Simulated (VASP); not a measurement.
GaN: single point with r2SCAN

The system is GaN.

```xyz
2
Lattice="0.0000 2.2489 2.3501 2.2489 0.0000 2.3501 2.2489 2.2489 0.0000" Properties=species:S:1:pos:R:3 pbc="T T T"
Ga    0.0000    0.0000    0.0000
N     3.3734    3.3734    3.5252
```

This cell differs from its parent crystal: strain +0.0450 x Voigt [0, 0, 1, 0, 0, 0].

```
Program                : VASP 6.6.1
Task                   : single point
Functional             : r2SCAN
Potentials or basis    : VASP PAW PBE potentials, release 64 (Ga_d, N)
Cutoff                 : 520 eV
k mesh                 : 10 × 10 × 10
Occupations            : gaussian, width 0.05 eV
Spin                   : no spin polarisation
Dipole correction      : no
Further INCAR settings : ALGO = Normal; EDIFF = 1e-07; NBANDS = 16
```

```yaml
Pressure: -7.0 GPa
Band_gap_on_the_k_mesh: 1.79 eV, direct
```

Stress tensor (GPa, compression positive):
```
 -4.88   0.00   0.00
  0.00  -4.88   0.00
  0.00   0.00 -11.31
```

Levels at points of the mesh, in eV from the valence-band top:
```csv
k point,band 5,band 6,band 7,band 8,band 9,band 10,band 11,band 12,band 13,band 14
"(0.00, 0.00, 0.00)",-13.58,-13.58,-0.22,0.00,0.00,1.79,10.65,10.65,10.78,17.95
"(0.50, 0.00, 0.00)",-13.52,-12.45,-6.97,-1.19,-0.85,4.77,9.17,10.47,11.05,16.05
"(0.50, 0.50, 0.00)",-13.52,-12.21,-6.44,-2.50,-2.50,3.88,7.39,11.83,14.60,14.60
"(0.50, 0.00, 0.50)",-13.50,-11.99,-5.97,-2.83,-2.81,3.59,6.70,12.41,13.85,14.89
```

Run time: 47 s on 1 thread of Intel(R) Xeon(R) 6975P-C (Granite Rapids), on a shared host, peak memory 0.17 GiB.

Caveat: the cell differs from its parent crystal (strain +0.0450 x Voigt [0, 0, 1, 0, 0, 0]); the PAW data sets were made with another functional, which shifts forces and pressure a little.
